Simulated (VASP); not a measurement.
# GaN (P6_3mc) in VASP: notebook

Runs on GaN. Level: LDA. Tasks: relaxation of the atoms.

Everything below comes from runs of VASP 6.6.1. Logs are shortened: lines on timing, memory, paths and dates and some standing lists are left out, and cuts for length are marked.

**1. The cell of the first run**

Symmetry: P6_3mc, No. 186, hexagonal system. Conventional cell: a = 3.136 Å, b = 3.136 Å, c = 5.113 Å, α = 90.00°, β = 90.00°, γ = 120.00°. Within 2.5 Å of Ga (site symmetry 3m) lie 4 N at 1.92 Å. N (site symmetry 3m) has 4 Ga at 1.92 Å within 2.5 Å.

**2. Relaxation of the atoms, LDA**

INCAR

```
PREC = Accurate ; ENCUT = 520
EDIFF = 1E-6 ; ISMEAR = 0
SIGMA = 0.01 ; LREAL = F
LASPH = T ; NELM = 80
ALGO = Normal ; ISIF = 2
LWAVE = F ; LCHARG = F
IBRION = 2 ; NSW = 50
EDIFFG = -0.002
```

KPOINTS

```
regular mesh
0
Gamma
  8 8 4
```

POSCAR

```
GaN
1.0
    3.1360554945      0.0000000000      0.0000000000
   -1.5680277472      2.7159037259      0.0000000000
    0.0000000000      0.0000000000      5.1127057475
Ga N
2 2
Direct
    0.3333333333      0.6666666667     -0.0007042255
    0.6666666667      0.3333333333      0.4992957745
    0.3333333333      0.6666666667      0.3757042255
    0.6666666667      0.3333333333      0.8757042255
```

Potentials or basis: VASP PAW LDA potentials, release 64 (Ga_d, N).

Run with:

```
> cat potpaw_LDA.64/Ga_d/POTCAR potpaw_LDA.64/N/POTCAR > POTCAR
> mpirun -np 1 vasp_std > vasp.out
```

OUTCAR:

```text
PREC = Accurate
   ENCUT = 520
   EDIFF = 1E-6
   ISMEAR = 0
   LREAL = F
   LASPH = T
   NELM = 80
   ISIF = 2
   IBRION = 2
   NSW = 50
   EDIFFG = -0.002

 ion  position               nearest neighbor table
   1  0.333  0.667  0.999-   4 1.92   4 1.92   4 1.92   3 1.92
   2  0.667  0.333  0.499-   3 1.92   3 1.92   3 1.92   4 1.92
   3  0.333  0.667  0.376-   2 1.92   2 1.92   2 1.92   1 1.92
   4  0.667  0.333  0.876-   1 1.92   1 1.92   1 1.92   2 1.92

  LATTYP: Found a hexagonal cell.
 ALAT       =     3.1360554945
 C/A-ratio  =     1.6302982382

  Lattice vectors:

 A1 = (   3.1360554945,   0.0000000000,   0.0000000000)
 A2 = (  -1.5680277472,   2.7159037259,   0.0000000000)
 A3 = (   0.0000000000,   0.0000000000,   5.1127057475)

Analysis of symmetry for initial positions (statically):
=====================================================================
 Subroutine PRICEL returns:
 Original cell was already a primitive cell.

 Routine SETGRP: Setting up the symmetry group for a
 hexagonal supercell.

 Subroutine GETGRP returns: Found 12 space group operations
 (whereof  6 operations were pure point group operations)
 out of a pool of 24 trial point group operations.

The static configuration has the point symmetry C_3v.
 The point group associated with its full space group is C_6v.

Analysis of symmetry for dynamics (positions and initial velocities):
=====================================================================
 Subroutine PRICEL returns:
 Original cell was already a primitive cell.

 Routine SETGRP: Setting up the symmetry group for a
 hexagonal supercell.

 Subroutine GETGRP returns: Found 12 space group operations
 (whereof  6 operations were pure point group operations)
 out of a pool of 24 trial point group operations.

The dynamic configuration has the point symmetry C_3v.
 The point group associated with its full space group is C_6v.

 Subroutine INISYM returns: Found 12 space group operations
 (whereof  6 operations are pure point group operations),
 and found     1 'primitive' translations

----------------------------------------------------------------------------------------

                                     Primitive cell

  volume of cell :      43.5461

  direct lattice vectors                    reciprocal lattice vectors
     3.136055494  0.000000000  0.000000000     0.318871908  0.184100782  0.000000000
    -1.568027747  2.715903726  0.000000000     0.000000000  0.368201564  0.000000000
     0.000000000  0.000000000  5.112705747     0.000000000  0.000000000  0.195591151

  length of vectors
     3.136055494  3.136055494  5.112705747     0.368201564  0.368201564  0.195591151

  position of ions in fractional coordinates (direct lattice)
     0.333333333  0.666666667  0.999295774
     0.666666667  0.333333333  0.499295774
     0.333333333  0.666666667  0.375704226
     0.666666667  0.333333333  0.875704226

  ion indices of the primitive-cell ions
   primitive index   ion index
                 1           1
                 2           2
                 3           3
                 4           4

----------------------------------------------------------------------------------------

 KPOINTS: regular mesh

Automatic generation of k-mesh.
 Grid dimensions read from file:
 generate k-points for:    8    8    4

 Generating k-lattice:

  Cartesian coordinates                     Fractional coordinates (reciprocal lattice)
     0.039858989  0.023012598  0.000000000     0.125000000  0.000000000  0.000000000
     0.000000000  0.046025196  0.000000000     0.000000000  0.125000000  0.000000000
     0.000000000  0.000000000  0.048897788     0.000000000  0.000000000  0.250000000

  Length of vectors
     0.046025196  0.046025196  0.048897788

  Shift w.r.t. Gamma in fractional coordinates (k-lattice)
     0.000000000  0.000000000  0.000000000

 Subroutine IBZKPT returns following result:
 ===========================================

 Found     30 irreducible k-points:

 Following reciprocal coordinates:
            Coordinates               Weight
  0.000000  0.000000  0.000000      1.000000
  0.125000 -0.000000  0.000000      6.000000
  0.250000 -0.000000  0.000000      6.000000
  0.375000 -0.000000  0.000000      6.000000
  0.500000 -0.000000  0.000000      3.000000
  0.125000  0.125000  0.000000      6.000000
[... 16 lines left out ...]
  0.250000 -0.000000  0.500000      6.000000
  0.375000 -0.000000  0.500000      6.000000
 [... further k-points ...]
   k-points           NKPTS =     30   k-points in BZ     NKDIM =     30   number of bands    NBANDS=     22
   number of dos      NEDOS =    301   number of ions     NIONS =      4
   total plane-waves  NPLWV =  23040
   dimension x,y,z NGX =    24 NGY =   24 NGZ =   40
   dimension x,y,z NGXF=    48 NGYF=   48 NGZF=   80
   ions per type =               2   2
   NGX,Y,Z   is equivalent  to a cutoff of  12.72, 12.72, 13.01 a.u.
   NGXF,Y,Z  is equivalent  to a cutoff of  25.45, 25.45, 26.01 a.u.
 SYSTEM =  unknown system
   PREC   = accura    normal or accurate (medium, high low for compatibility)
   ISTART =      0    job   : 0-new  1-cont  2-samecut
   ICHARG =      2    charge: 1-file 2-atom 10-const
   ISPIN  =      1    spin polarized calculation?
   LNONCOLLINEAR =      F non collinear calculations
   LSORBIT =      F    spin-orbit coupling
   LASPH  =      T    aspherical Exc in radial PAW
   ENCUT  =  520.0 eV  38.22 Ry    6.18 a.u.   5.83  5.83  9.51*2*pi/ulx,y,z
   NELM   =     80;   NELMIN=  2; NELMDL= -5     # of ELM steps
   EDIFF  = 0.1E-05   stopping-criterion for ELM
   LREAL  =      F    real-space projection
   EDIFFG = -.2E-02   stopping-criterion for IOM
   NSW    =     50    number of steps for IOM
   IBRION =      2    ionic relax: 0-MD 1-quasi-New 2-CG
   NFREE  =      1    steps in history (QN), initial steepest desc. (CG)
   ISIF   =      2    stress and relaxation
   ISYM   =      2    0-nonsym 1-usesym 2-fastsym
   POTIM  = 0.5000    time-step for ionic-motion
   TEBEG  =    0.0;   TEEND  =   0.0 temperature during run
   PSTRESS=    0.0 pullay stress
   NELECT =      36.0000    total number of electrons
   NUPDOWN=      -1.0000    fix difference up-down
   EMIN   =  10.00;   EMAX   =-10.00  energy-range for DOS
   EFERMI =   0.00;   METHOD = LEGACY
   ISMEAR =     0;   SIGMA  =   0.01  broadening in eV -4-tet -1-fermi 0-gaus
   EFERMI_NEDOS =   21; number of points for ismear=-14 and -15
   IALGO  =     38    algorithm
   IMIX   =      4    mixing-type and parameters
     AMIX     =   0.40;   BMIX     =  1.00
     AMIX_MAG =   1.60;   BMIX_MAG =  1.00
  volume/ion in A,a.u.               =      10.89        73.47
  Fermi-wavevector in a.u.,A,eV,Ry     =   1.536477  2.903520 32.120106  2.360761
  Thomas-Fermi vector in A             =   2.643120
   LORBIT       =      0    0 simple, 1 ext, 2 COOP (PROOUT), +10 PAW based schemes
   GGA     = CA    functional components
   LHFCALC =     F    Hartree Fock is set to
   AEXX    =    0.0000 exact exchange contribution
   IVDW    =     0    specifies the selected vdW correction
   LEPSILON=     F    determine dielectric tensor
   LRPA    =     F    only Hartree local field effects (RPA)
 conjugate gradient relaxation of ions
 non-spin polarized calculation
 Gauss-broadening in eV      SIGMA  =   0.01
  energy-cutoff  :      520.00
  volume of cell :       43.55
 maximum number of plane-waves:      1188
 NGX is ok and might be reduce to    24
   NGX = 11   NGY = 11   NGZ = 19

--------------------------------------- Ionic step        1  -------------------------------------------

 number of electron      36.0000037 magnetization

 Free energy of the ion-electron system (eV)
  ---------------------------------------------------
  ext. energy  EPLUGINS =         0.00000000
  ---------------------------------------------------
  free energy    TOTEN  =       -27.89787874 eV

  energy without entropy =      -27.89787874  energy(sigma->0) =      -27.89787874

------------------------ aborting loop because EDIFF is reached ----------------------------------------

  FORCE on cell =-STRESS in cart. coord.  units (eV):
  Direction    XX          YY          ZZ          XY          YZ          ZX
  --------------------------------------------------------------------------------------
  -------------------------------------------------------------------------------------
  Total        1.1811472      1.1811472      1.1701761      0.0000000      0.0000000      0.0000000
  in kB       43.4575976     43.4575976     43.0539392      0.0000000      0.0000000      0.0000000
  external PRESSURE =      43.3230448 kB  Pullay stress =       0.0000000 kB

 VOLUME and BASIS-vectors are now :
 -----------------------------------------------------------------------------
  energy-cutoff  :      520.00
  volume of cell :       43.55
      direct lattice vectors                 reciprocal lattice vectors
     3.136055494  0.000000000  0.000000000     0.318871908  0.184100782  0.000000000
    -1.568027747  2.715903726  0.000000000     0.000000000  0.368201564  0.000000000
     0.000000000  0.000000000  5.112705747     0.000000000  0.000000000  0.195591151
[... 39 lines left out ...]
 POSITION                                       TOTAL-FORCE (eV/Angst)
 -----------------------------------------------------------------------------------
     -0.00000      1.81060      5.10936         0.000000     -0.000000     -0.002128
      1.56803      0.90530      2.55301        -0.000000      0.000000     -0.002128
     -0.00000      1.81060      1.92061         0.000000      0.000000      0.002128
      1.56803      0.90530      4.47696        -0.000000     -0.000000      0.002128
 -----------------------------------------------------------------------------------
    total drift:                               -0.000000     -0.000001     -0.001789

  FREE ENERGIE OF THE ION-ELECTRON SYSTEM (eV)
  ---------------------------------------------------
  free  energy   TOTEN  =       -27.8978807217 eV

  energy  without entropy=      -27.8978807217  energy(sigma->0) =      -27.89788072

--------------------------------------- Ionic step        3  -------------------------------------------

 number of electron      36.0000037 magnetization

 Free energy of the ion-electron system (eV)
  ---------------------------------------------------
  ext. energy  EPLUGINS =         0.00000000
  ---------------------------------------------------
  free energy    TOTEN  =       -27.89788085 eV

  energy without entropy =      -27.89788085  energy(sigma->0) =      -27.89788085

 E-fermi :   5.6714     XC(G=0): -12.3801

 val. band max:        5.6149841860   @ k =   0.0000   0.0000   0.0000
 cond. band min:       7.8612446776   @ k =   0.0000   0.0000   0.0000
 fundamental gap:      2.2462604916
 Fermi energy:         5.6713576411

 k-point     1 :       0.0000    0.0000    0.0000
  band No.  band energies     occupation
      1     -10.6650      2.00000
      2      -9.6309      2.00000
      3      -7.9916      2.00000
      4      -7.9734      2.00000
      5      -7.9734      2.00000
      6      -7.9031      2.00000
[... 14 lines left out ...]
     21      14.9167      0.00000
     22      15.6028      0.00000
[... 552 lines left out ...]
  band No.  band energies     occupation
      1      -9.5338      2.00000
      2      -9.5338      2.00000
      3      -7.9158      2.00000
      4      -7.9158      2.00000
      5      -7.7924      2.00000
      6      -7.7924      2.00000
[... 14 lines left out ...]
     21      13.5985      0.00000
     22      13.5985      0.00000

 [... further k-points ...]

------------------------ aborting loop because EDIFF is reached ----------------------------------------

  FORCE on cell =-STRESS in cart. coord.  units (eV):
  Direction    XX          YY          ZZ          XY          YZ          ZX
  --------------------------------------------------------------------------------------
  -------------------------------------------------------------------------------------
  Total        1.1717066      1.1717066      1.1763409      0.0000000      0.0000000      0.0000000
  in kB       43.1102511     43.1102511     43.2807602      0.0000000      0.0000000      0.0000000
  external PRESSURE =      43.1670875 kB  Pullay stress =       0.0000000 kB

 VOLUME and BASIS-vectors are now :
 -----------------------------------------------------------------------------
  energy-cutoff  :      520.00
  volume of cell :       43.55
      direct lattice vectors                 reciprocal lattice vectors
     3.136055494  0.000000000  0.000000000     0.318871908  0.184100782  0.000000000
    -1.568027747  2.715903726  0.000000000     0.000000000  0.368201564  0.000000000
     0.000000000  0.000000000  5.112705747     0.000000000  0.000000000  0.195591151

 POSITION                                       TOTAL-FORCE (eV/Angst)
 -----------------------------------------------------------------------------------
     -0.00000      1.81060      5.10929        -0.000000      0.000000      0.001159
      1.56803      0.90530      2.55293         0.000000      0.000000      0.001159
     -0.00000      1.81060      1.92068        -0.000000      0.000000     -0.001159
      1.56803      0.90530      4.47704         0.000000     -0.000000     -0.001159
 -----------------------------------------------------------------------------------
    total drift:                               -0.000000     -0.000001      0.002245

  FREE ENERGIE OF THE ION-ELECTRON SYSTEM (eV)
  ---------------------------------------------------
  free  energy   TOTEN  =       -27.8978808470 eV

  energy  without entropy=      -27.8978808470  energy(sigma->0) =      -27.89788085

 reached required accuracy - stopping structural energy minimisation
```

Run time: 31 s. Hardware: 1 thread of Intel Xeon Platinum 8259CL at 2.50GHz (Skylake/Cascade Lake), shared host; peak memory 0.15 GiB.

Results:

```
Free energy               : -27.8979 eV
Energy gained by relaxing : 0.0 meV/atom
Ionic steps               : 3
Pressure after relaxing   : 4.3 GPa
Band gap on the k mesh    : 2.25 eV, direct
```

Final structure:
```
Ga N
1.0
     3.13606    0.00000    0.00000
    -1.56803    2.71590    0.00000
     0.00000    0.00000    5.11271
Ga N
2 2
Direct
  0.33333 0.66667 0.99933
  0.66667 0.33333 0.49933
  0.33333 0.66667 0.37567
  0.66667 0.33333 0.87567
```

Levels at points of the mesh, in eV from the valence-band top:
| k point | band 15 | band 16 | band 17 | band 18 | band 19 | band 20 | band 21 | band 22 |
| --- | --- | --- | --- | --- | --- | --- | --- | --- |
| (0.00, 0.00, 0.00) | -1.10 | -0.06 | 0.00 | 0.00 | 2.25 | 4.48 | 9.30 | 9.99 |
| (0.50, 0.00, 0.00) | -4.48 | -2.94 | -2.39 | -1.07 | 5.04 | 5.74 | 6.05 | 8.84 |
| (0.00, 0.00, 0.50) | -0.57 | -0.57 | -0.57 | -0.57 | 4.50 | 4.50 | 8.55 | 8.55 |
| (0.50, 0.00, 0.50) | -2.08 | -2.08 | -2.02 | -2.02 | 4.43 | 4.43 | 7.90 | 7.90 |

**3. Relaxation of the atoms, LDA (z stretched by -0.5 %, x and y held)**

INCAR

```
SYSTEM = GaN
  PREC = Accurate
  ENCUT = 520
  EDIFF = 1E-6
  ISMEAR = 0
  SIGMA = 0.01
  LREAL = .FALSE.
  LASPH = .TRUE.
  NELM = 60
  ALGO = Normal
  ISIF = 2
  LWAVE = .FALSE.
  LCHARG = .FALSE.
  IBRION = 2
  NSW = 50
  EDIFFG = -0.002
```

KPOINTS

```
Automatic mesh
0
G
  8 8 4
  0 0 0
```

POSCAR, as its differences from that of step 2:

```diff
@@ -2,4 +2,4 @@
 1.0
-    3.1360554945      0.0000000000      0.0000000000
-   -1.5680277472      2.7159037259      0.0000000000
+    3.1518145673      0.0000000000      0.0000000000
+   -1.5759072837      2.7295514833      0.0000000000
     0.0000000000      0.0000000000      5.1127057475
```

Potentials or basis: VASP PAW LDA potentials, release 64 (Ga_d, N).

Run with:

```
> cat potpaw_LDA.64/Ga_d/POTCAR potpaw_LDA.64/N/POTCAR > POTCAR
> mpirun -np 1 vasp_std > vasp.out
```

Run time: 35 s. Hardware: 1 thread of Intel Xeon Platinum 8259CL at 2.50GHz (Skylake/Cascade Lake), shared host; peak memory 0.15 GiB.

The run converged. Its results:

```
Free energy               : -27.9063 eV
Energy gained by relaxing : 0.1 meV/atom
Ionic steps               : 3
Pressure after relaxing   : 2.2 GPa
Band gap on the k mesh    : 2.20 eV, direct
```

Stress tensor (GPa, compression positive):
```
1.66 0.00 0.00
0.00 1.66 0.00
0.00 0.00 3.16
```

The path:
```tsv
step	energy change (eV)	largest force (eV/Å)	pressure (GPa)
1	0.0000	0.0566	2.17
2	-0.0002	0.0147	2.16
3	-0.0002	0.0002	2.16
```

Final structure:
```yaml
crystal:
  lattice:
    - [3.15181, 0.00000, 0.00000]
    - [-1.57591, 2.72955, 0.00000]
    - [0.00000, 0.00000, 5.11271]
  atoms:
    - { symbol: Ga, position: [0.33333, 0.66667, 0.99887] }
    - { symbol: Ga, position: [0.66667, 0.33333, 0.49887] }
    - { symbol: N, position: [0.33333, 0.66667, 0.37613] }
    - { symbol: N, position: [0.66667, 0.33333, 0.87613] }
```

Levels at points of the mesh, in eV from the valence-band top:
```csv
k point,band 14,band 15,band 16,band 17,band 18,band 19,band 20,band 21,band 22
"(0.00, 0.00, 0.00)",-1.11,-1.11,-0.02,0.00,0.00,2.20,4.37,9.30,9.89
"(0.50, 0.00, 0.00)",-5.46,-4.41,-2.92,-2.34,-1.05,4.99,5.71,6.06,8.78
"(0.00, 0.00, 0.50)",-3.89,-0.57,-0.57,-0.57,-0.57,4.43,4.43,8.52,8.52
"(0.50, 0.00, 0.50)",-6.88,-2.06,-2.06,-1.96,-1.96,4.42,4.42,7.85,7.85
```

Caveat: the cell differs from its parent crystal (z stretched by -0.5 %, x and y held).

**4. Relaxation of the atoms, LDA (z stretched by +0.5 %, x and y held)**

INCAR

```
SYSTEM = GaN
  PREC = Accurate
  ENCUT = 520
  EDIFF = 1E-7
  ISMEAR = 0
  SIGMA = 0.01
  LREAL = .False.
  LASPH = .True.
  NELM = 60
  ALGO = Normal
  ISIF = 2
  LWAVE = .False.
  LCHARG = .False.
  GGA = CA
  IBRION = 2
  NSW = 50
  EDIFFG = -0.002
```

KPOINTS

```
regular mesh
0
Gamma
  8 8 4
  0 0 0
```

POSCAR, as its differences from that of step 3:

```diff
@@ -4,3 +4,3 @@
    -1.5759072837      2.7295514833      0.0000000000
-    0.0000000000      0.0000000000      5.1127057475
+    0.0000000000      0.0000000000      5.1640897249
 Ga N
```

Run with:

```
> cat potpaw_LDA.64/Ga_d/POTCAR potpaw_LDA.64/N/POTCAR > POTCAR
> mpirun -np 1 vasp_std > vasp.out
```

It took 40 s on 1 thread of Intel Xeon Platinum 8259CL at 2.50GHz (Skylake/Cascade Lake), shared host; peak memory 0.15 GiB.

Results (log left out):

| Property | Result |
| --- | --- |
| Free energy | -27.9096 eV |
| Energy gained by relaxing | 0.1 meV/atom |
| Ionic steps | 3 |
| Pressure after relaxing | 0.1 GPa |
| Band gap on the k mesh | 2.09 eV, direct |

Stress tensor (GPa, compression positive):
```
 0.60  0.00  0.00
 0.00  0.60  0.00
 0.00  0.00 -0.96
```

Step by step:
| step | energy change (eV) | largest force (eV/Å) | pressure (GPa) |
| --- | --- | --- | --- |
| 1 | 0.0000 | 0.0540 | 0.09 |
| 2 | -0.0002 | 0.0102 | 0.08 |
| 3 | -0.0002 | 0.0001 | 0.08 |

Final structure:
```
CELL_PARAMETERS angstrom
3.15181 0.00000 0.00000
-1.57591 2.72955 0.00000
0.00000 0.00000 5.16409
ATOMIC_POSITIONS crystal
Ga 0.33333 0.66667 0.99972
Ga 0.66667 0.33333 0.49972
N 0.33333 0.66667 0.37528
N 0.66667 0.33333 0.87528
```

Levels at points of the mesh, in eV from the valence-band top:
```csv
k point,band 14,band 15,band 16,band 17,band 18,band 19,band 20,band 21,band 22
"(0.00, 0.00, 0.00)",-1.06,-1.06,-0.08,0.00,0.00,2.09,4.40,9.14,9.91
"(0.50, 0.00, 0.00)",-5.46,-4.40,-2.85,-2.35,-1.05,5.01,5.62,5.93,8.65
"(0.00, 0.00, 0.50)",-3.96,-0.55,-0.55,-0.55,-0.55,4.38,4.38,8.41,8.41
"(0.50, 0.00, 0.50)",-6.83,-2.03,-2.03,-2.02,-2.02,4.34,4.34,7.77,7.77
```

Caveat: the cell differs from its parent crystal (z stretched by +0.5 %, x and y held).

**5. Overview**

| cell | gap on the mesh (eV) | pressure (GPa) |
| --- | --- | --- |
| atoms relaxed from a = 3.136, b = 3.136, c = 5.113 Å, angles 90.0, 90.0, 120.0°, 4 atoms | 2.25 | 4.3 |
| atoms relaxed from a = 3.152, b = 3.152, c = 5.113 Å, angles 90.0, 90.0, 120.0°, 4 atoms | 2.20 | 2.2 |
| atoms relaxed from a = 3.152, b = 3.152, c = 5.164 Å, angles 90.0, 90.0, 120.0°, 4 atoms | 2.09 | 0.1 |

Alike in all rows: task relaxation of the atoms; level LDA; potentials or basis VASP PAW LDA potentials, release 64 (Ga_d, N); no spin polarisation; k mesh 8 × 8 × 4; cutoff (eV) 520; smearing gaussian 0.01 eV.

Total energies depend on the potentials used, so only differences within one code and one set of settings carry meaning.
